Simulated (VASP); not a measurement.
# Ti4C in VASP: notebook

Runs on Ti4C. Level: PBE. Tasks: single point, relaxation of the atoms.

All numbers are computed with VASP 6.6.1; they aren't measurements. Logs are shortened: lines on timing, memory, paths and dates and some standing lists are left out, and cuts for length are marked.

## Step 1: The cell of the first run

The cell holds a slab with vacuum, 5 atoms: a = 2.908 Å, b = 4.112 Å, c = 19.654 Å, α = 90.00°, β = 90.00°, γ = 90.00°.

## Step 2: Single point, PBE

INCAR

```
SYSTEM = Ti4C
PREC     = Accurate       ! precision mode
ENCUT    = 520            ! plane-wave cutoff, eV
EDIFF    = 1E-7           ! SCF threshold, eV
ISMEAR   = 0              ! smearing method
SIGMA    = 0.1            ! smearing width, eV
LREAL    = .False.        ! projectors in reciprocal space
LASPH    = .True.         ! aspherical terms in the spheres
NELM     = 60             ! most SCF steps
ALGO     = Normal         ! electronic algorithm
ISIF     = 2              ! what is computed and relaxed
LWAVE    = .False.        ! write WAVECAR
LCHARG   = .False.        ! write CHGCAR
LDIPOL   = .True.       
IDIPOL   = 3            
DIPOL    = 0.5 0.5 0.336
GGA      = PE             ! functional
NBANDS   = 34             ! bands
```

KPOINTS

```
Automatic mesh
0
Gamma
  9 7 1
  0 0 0
```

POSCAR

```
Ti4C
1.0
    2.9076478547      0.0000000000      0.0000000000
    0.0000000000      4.1120350307      0.0000000000
    0.0000000000      0.0000000000     19.6538060989
Ti C
4 1
Direct
    0.5000000000      0.5000000000      0.2035229197
    0.0000000000      0.0000000000      0.2774945423
    0.5000000000      0.5000000000      0.3439527020
    0.0000000000      0.0000000000      0.4148716059
    0.5000000000      0.5000000000      0.4402382057
```

Potentials or basis: VASP PAW PBE potentials, release 64 (Ti_sv, C).

Run with:

```console
cat potpaw_PBE.64/Ti_sv/POTCAR potpaw_PBE.64/C/POTCAR > POTCAR
mpirun -np 1 vasp_std > vasp.out
```

OUTCAR:

```text
SYSTEM = Ti4C
   PREC = Accurate
   ENCUT = 520
   EDIFF = 1E-7
   ISMEAR = 0
   LREAL = .False.
   LASPH = .True.
   NELM = 60
   ISIF = 2
   GGA = PE

 ion  position               nearest neighbor table
   1  0.500  0.500  0.204-   3 2.76   2 2.91   2 2.91   2 2.91   2 2.91
   2  0.000  0.000  0.277-   4 2.70   3 2.84   3 2.84   3 2.84   3 2.84   1 2.91   1 2.91   1 2.91
                             1 2.91
   3  0.500  0.500  0.344-   5 1.89   1 2.76   2 2.84   2 2.84   2 2.84   2 2.84   4 2.88   4 2.88
                             4 2.88   4 2.88
   4  0.000  0.000  0.415-   2 2.70   3 2.88   3 2.88   3 2.88   3 2.88
   5  0.500  0.500  0.440-   3 1.89

  LATTYP: Found a simple orthorhombic cell.
 ALAT       =     2.9076478547
 B/A-ratio  =     1.4142135624
 C/A-ratio  =     6.7593488211

  Lattice vectors:

 A1 = (   2.9076478547,   0.0000000000,   0.0000000000)
 A2 = (   0.0000000000,   4.1120350307,   0.0000000000)
 A3 = (   0.0000000000,   0.0000000000,  19.6538060989)

Analysis of symmetry for initial positions (statically):
=====================================================================
 Subroutine PRICEL returns:
 Original cell was already a primitive cell.

 Routine SETGRP: Setting up the symmetry group for a
 simple orthorhombic supercell.

 Subroutine GETGRP returns: Found  4 space group operations
 (whereof  4 operations were pure point group operations)
 out of a pool of  8 trial point group operations.

The static configuration has the point symmetry C_2v.

Analysis of symmetry for dynamics (positions and initial velocities):
=====================================================================
 Subroutine PRICEL returns:
 Original cell was already a primitive cell.

 Routine SETGRP: Setting up the symmetry group for a
 simple orthorhombic supercell.

 Subroutine GETGRP returns: Found  4 space group operations
 (whereof  4 operations were pure point group operations)
 out of a pool of  8 trial point group operations.

The dynamic configuration has the point symmetry C_2v.

 Subroutine INISYM returns: Found  4 space group operations
 (whereof  4 operations are pure point group operations),
 and found     1 'primitive' translations

----------------------------------------------------------------------------------------

                                     Primitive cell

  volume of cell :     234.9878

  direct lattice vectors                    reciprocal lattice vectors
     2.907647855  0.000000000  0.000000000     0.343920602  0.000000000  0.000000000
     0.000000000  4.112035031  0.000000000     0.000000000  0.243188590  0.000000000
     0.000000000  0.000000000 19.653806099     0.000000000  0.000000000  0.050880730

  length of vectors
     2.907647855  4.112035031 19.653806099     0.343920602  0.243188590  0.050880730

  position of ions in fractional coordinates (direct lattice)
     0.500000000  0.500000000  0.203522920
     0.000000000  0.000000000  0.277494542
     0.500000000  0.500000000  0.343952702
     0.000000000  0.000000000  0.414871606
     0.500000000  0.500000000  0.440238206

  ion indices of the primitive-cell ions
   primitive index   ion index
                 1           1
                 2           2
                 3           3
                 4           4
                 5           5

----------------------------------------------------------------------------------------

 KPOINTS: Automatic mesh

Automatic generation of k-mesh.
 Grid dimensions read from file:
 generate k-points for:    9    7    1

 Generating k-lattice:

  Cartesian coordinates                     Fractional coordinates (reciprocal lattice)
     0.038213400  0.000000000  0.000000000     0.111111111  0.000000000  0.000000000
     0.000000000  0.034741227  0.000000000     0.000000000  0.142857143  0.000000000
     0.000000000  0.000000000  0.050880730     0.000000000  0.000000000  1.000000000

  Length of vectors
     0.038213400  0.034741227  0.050880730

  Shift w.r.t. Gamma in fractional coordinates (k-lattice)
     0.000000000  0.000000000  0.000000000

 Subroutine IBZKPT returns following result:
 ===========================================

 Found     20 irreducible k-points:

 Following reciprocal coordinates:
            Coordinates               Weight
  0.000000  0.000000  0.000000      1.000000
  0.111111  0.000000  0.000000      2.000000
  0.222222  0.000000  0.000000      2.000000
  0.333333  0.000000  0.000000      2.000000
  0.444444  0.000000  0.000000      2.000000
  0.000000  0.142857  0.000000      2.000000
[... 12 lines left out ...]
  0.333333  0.428571  0.000000      4.000000
  0.444444  0.428571  0.000000      4.000000
   k-points           NKPTS =     20   k-points in BZ     NKDIM =     20   number of bands    NBANDS=     34
   number of dos      NEDOS =    301   number of ions     NIONS =      5
   total plane-waves  NPLWV = 115200
   dimension x,y,z NGX =    24 NGY =   32 NGZ =  150
   dimension x,y,z NGXF=    48 NGYF=   64 NGZF=  300
   ions per type =               4   1
   NGX,Y,Z   is equivalent  to a cutoff of  13.72, 12.94, 12.69 a.u.
   NGXF,Y,Z  is equivalent  to a cutoff of  27.44, 25.87, 25.38 a.u.
 SYSTEM =  Ti4C
   PREC   = accura    normal or accurate (medium, high low for compatibility)
   ISTART =      0    job   : 0-new  1-cont  2-samecut
   ICHARG =      2    charge: 1-file 2-atom 10-const
   ISPIN  =      1    spin polarized calculation?
   LNONCOLLINEAR =      F non collinear calculations
   LSORBIT =      F    spin-orbit coupling
   LASPH  =      T    aspherical Exc in radial PAW
   ENCUT  =  520.0 eV  38.22 Ry    6.18 a.u.   5.41  7.65 36.54*2*pi/ulx,y,z
   NELM   =     60;   NELMIN=  2; NELMDL= -5     # of ELM steps
   EDIFF  = 0.1E-06   stopping-criterion for ELM
   LREAL  =      F    real-space projection
   EDIFFG = 0.1E-05   stopping-criterion for IOM
   NSW    =      0    number of steps for IOM
   IBRION =     -1    ionic relax: 0-MD 1-quasi-New 2-CG
   NFREE  =      0    steps in history (QN), initial steepest desc. (CG)
   ISIF   =      2    stress and relaxation
   ISYM   =      2    0-nonsym 1-usesym 2-fastsym
   POTIM  = 0.5000    time-step for ionic-motion
   TEBEG  =    0.0;   TEEND  =   0.0 temperature during run
   PSTRESS=    0.0 pullay stress
   NELECT =      52.0000    total number of electrons
   NUPDOWN=      -1.0000    fix difference up-down
   EMIN   =  10.00;   EMAX   =-10.00  energy-range for DOS
   EFERMI =   0.00;   METHOD = LEGACY
   ISMEAR =     0;   SIGMA  =   0.10  broadening in eV -4-tet -1-fermi 0-gaus
   EFERMI_NEDOS =   21; number of points for ismear=-14 and -15
   IALGO  =     38    algorithm
   IMIX   =      4    mixing-type and parameters
     AMIX     =   0.40;   BMIX     =  1.00
     AMIX_MAG =   1.60;   BMIX_MAG =  1.00
  volume/ion in A,a.u.               =      47.00       317.16
  Fermi-wavevector in a.u.,A,eV,Ry     =   0.990210  1.871226 13.340741  0.980517
  Thomas-Fermi vector in A             =   2.121865
   LORBIT       =      0    0 simple, 1 ext, 2 COOP (PROOUT), +10 PAW based schemes
   GGA     = PE    functional components
   LHFCALC =     F    Hartree Fock is set to
   AEXX    =    0.0000 exact exchange contribution
   IVDW    =     0    specifies the selected vdW correction
   LEPSILON=     F    determine dielectric tensor
   LRPA    =     F    only Hartree local field effects (RPA)
 non-spin polarized calculation
 Gauss-broadening in eV      SIGMA  =   0.10
  energy-cutoff  :      520.00
  volume of cell :      234.99
 maximum number of plane-waves:      6369
 NGX is ok and might be reduce to    24
   NGX = 11   NGY = 15   NGZ = 73

 dipolmoment           0.000000      0.000000     -0.161479 electrons x Angstroem

 number of electron      52.0000013 magnetization

 dipolmoment           0.000000      0.000000      0.125365 electrons x Angstroem

 Free energy of the ion-electron system (eV)
  ---------------------------------------------------
  ext. energy  EPLUGINS =         0.00000000
  ---------------------------------------------------
  free energy    TOTEN  =       -36.40439093 eV

  energy without entropy =      -36.35558624  energy(sigma->0) =      -36.37998858

 E-fermi :  -0.2382     XC(G=0):  -4.7068

 val. band max:       -0.2430169544   @ k =   0.2222   0.4286   0.0000
 cond. band min:      -0.2362982672   @ k =   0.0000   0.2857   0.0000
 fundamental gap:      0.0067186873
 Fermi energy:        -0.2382037384

 k-point     1 :       0.0000    0.0000    0.0000
  band No.  band energies     occupation
      1     -57.4585      2.00000
      2     -57.2048      2.00000
      3     -56.6911      2.00000
      4     -56.3439      2.00000
      5     -33.7769      2.00000
      6     -33.6598      2.00000
[... 26 lines left out ...]
     33       1.3012      0.00000
     34       1.4867      0.00000

 k-point     2 :       0.1111    0.0000    0.0000
  band No.  band energies     occupation
      1     -57.4536      2.00000
      2     -57.1998      2.00000
      3     -56.6859      2.00000
      4     -56.3403      2.00000
      5     -33.7734      2.00000
      6     -33.6506      2.00000
[... 26 lines left out ...]
     33       1.1869      0.00000
     34       1.5894      0.00000

 k-point     3 :       0.2222    0.0000    0.0000
  band No.  band energies     occupation
      1     -57.4412      2.00000
      2     -57.1870      2.00000
      3     -56.6727      2.00000
      4     -56.3310      2.00000
      5     -33.7652      2.00000
      6     -33.6795      2.00000
[... 26 lines left out ...]
     33       1.3413      0.00000
     34       1.5944      0.00000
[... 556 lines left out ...]
 k-point    19 :       0.3333    0.4286    0.0000
  band No.  band energies     occupation
      1     -57.4263      2.00000
      2     -57.1715      2.00000
      3     -56.6560      2.00000
      4     -56.3226      2.00000
      5     -33.8046      2.00000
      6     -33.7496      2.00000
[... 26 lines left out ...]
     33       1.3815      0.00000
     34       1.4739      0.00000

 k-point    20 :       0.4444    0.4286    0.0000
  band No.  band energies     occupation
      1     -57.4175      2.00000
      2     -57.1626      2.00000
      3     -56.6470      2.00000
      4     -56.3135      2.00000
      5     -33.8800      2.00000
      6     -33.7373      2.00000
[... 26 lines left out ...]
     33       1.3086      0.00000
     34       1.7307      0.00000

------------------------ aborting loop because EDIFF is reached ----------------------------------------

 vacuum level on the upper side and lower side of the slab       (xc-potential included)         0.877        -1.048

  FORCE on cell =-STRESS in cart. coord.  units (eV):
  Direction    XX          YY          ZZ          XY          YZ          ZX
  --------------------------------------------------------------------------------------
  -------------------------------------------------------------------------------------
  Total       -1.4349173     -9.1428064      3.4110046      0.0000000      0.0000000      0.0000000
  in kB       -9.7834533    -62.3368460     23.2566740      0.0000000      0.0000000      0.0000000
  external PRESSURE =     -16.2878751 kB  Pullay stress =       0.0000000 kB

 VOLUME and BASIS-vectors are now :
 -----------------------------------------------------------------------------
  energy-cutoff  :      520.00
  volume of cell :      234.99
      direct lattice vectors                 reciprocal lattice vectors
     2.907647855  0.000000000  0.000000000     0.343920602  0.000000000  0.000000000
     0.000000000  4.112035031  0.000000000     0.000000000  0.243188590  0.000000000
     0.000000000  0.000000000 19.653806099     0.000000000  0.000000000  0.050880730

 POSITION                                       TOTAL-FORCE (eV/Angst)
 -----------------------------------------------------------------------------------
      1.45382      2.05602      4.00000         0.000000      0.000000      0.150803
      0.00000      0.00000      5.45382         0.000000      0.000000     -0.589521
      1.45382      2.05602      6.75998         0.000000      0.000000     -1.759366
      0.00000      0.00000      8.15381         0.000000      0.000000      2.170456
      1.45382      2.05602      8.65236         0.000000      0.000000      0.027627
 -----------------------------------------------------------------------------------
    total drift:                                0.000000     -0.000000      0.001445

  FREE ENERGIE OF THE ION-ELECTRON SYSTEM (eV)
  ---------------------------------------------------
  free  energy   TOTEN  =       -36.4043909263 eV

  energy  without entropy=      -36.3555862437  energy(sigma->0) =      -36.37998858

 vacuum level on the upper side and lower side of the slab         4.914         2.964
```

It took 12 min on 1 thread of AMD EPYC 7R43 (Zen 3), shared host; peak memory 0.35 GiB.

Results:

| Item | Value |
| --- | --- |
| Free energy | -36.4044 eV |
| Largest force | 2.170 eV/Å |
| Band gap on the k mesh | zero (bands 26 and 27 overlap by 0.31 eV) |

Forces in eV/Å, atoms in the order of the input:
```
Ti   0.000  0.000  0.151
Ti   0.000  0.000 -0.590
Ti   0.000  0.000 -1.759
Ti   0.000  0.000  2.170
C    0.000  0.000  0.028
```

## Step 3: Relaxation of the atoms, PBE

INCAR

```
SYSTEM = Ti4C
PREC = Accurate ; ENCUT = 520
EDIFF = 1E-6 ; ISMEAR = 0
SIGMA = 0.1 ; LREAL = .FALSE.
LASPH = .TRUE. ; NELM = 80
ALGO = Fast ; ISIF = 2
LWAVE = .FALSE. ; LCHARG = .FALSE.
LDIPOL = .TRUE. ; IDIPOL = 3
DIPOL = 0.5 0.5 0.355 ; GGA = PE
IBRION = 2 ; NSW = 36
EDIFFG = -0.025
```

KPOINTS

```
regular mesh
0
G
  9 7 1
  0 0 0
```

POSCAR

```
Ti4C
1.0
    2.9076478547      0.0000000000      0.0000000000
    0.0000000000      4.1120350307      0.0000000000
    0.0000000000      0.0000000000     19.6538060989
Ti C
4 1
Selective dynamics
Direct
    0.5000000000      0.5000000000      0.2035229197  F F F
    0.0000000000      0.0000000000      0.2774945423  F F F
    0.5000000000      0.5000000000      0.3439527020  F F F
    0.0000000000      0.0000000000      0.4148716059  F F F
    0.0000000000      0.0000000000      0.5349501285  F F T
```

Potentials or basis: VASP PAW PBE potentials, release 64 (Ti_sv, C).

Run with:

```console
cat potpaw_PBE.64/Ti_sv/POTCAR potpaw_PBE.64/C/POTCAR > POTCAR
mpirun -np 1 vasp_std > vasp.out
```

Wall time 46 min (1 thread of Oxide Virtual Turin-like, shared host); peak memory 0.39 GiB.

The run converged. Its results:

* Free energy: -32.8072 eV
* Energy gained by relaxing: 142.2 meV/atom
* Ionic steps: 7
* Band gap on the k mesh: zero (bands 26 and 27 overlap by 0.63 eV)

Step by step:
```csv
step,energy change (eV),largest force on free atoms (eV/Å),pressure (GPa)
1,0.0000,2.1673,-2.70
2,-0.2238,2.0811,-2.49
3,-0.6988,0.5173,-1.30
4,-0.6899,0.7771,-0.55
5,-0.7110,0.0635,-1.01
6,-0.7111,0.0463,-0.95
7,-0.7112,0.0015,-0.97
```

Final structure:
```
Ti C
1.0
     2.90765    0.00000    0.00000
     0.00000    4.11204    0.00000
     0.00000    0.00000   19.65381
Ti C
4 1
Direct
  0.50000 0.50000 0.20352
  0.00000 0.00000 0.27749
  0.50000 0.50000 0.34395
  0.00000 0.00000 0.41487
  0.00000 0.00000 0.51129
```

Levels at points of the mesh, in eV from the Fermi level:
| k point | band 22 | band 23 | band 24 | band 25 | band 26 | band 27 | band 28 | band 29 | band 30 | band 31 |
| --- | --- | --- | --- | --- | --- | --- | --- | --- | --- | --- |
| (0.00, 0.00, 0.00) | -1.21 | -0.65 | -0.58 | -0.30 | -0.12 | 0.30 | 0.40 | 0.72 | 0.92 | 1.14 |

The gap in the log of VASP goes by the Fermi energy; the results here count the filled bands.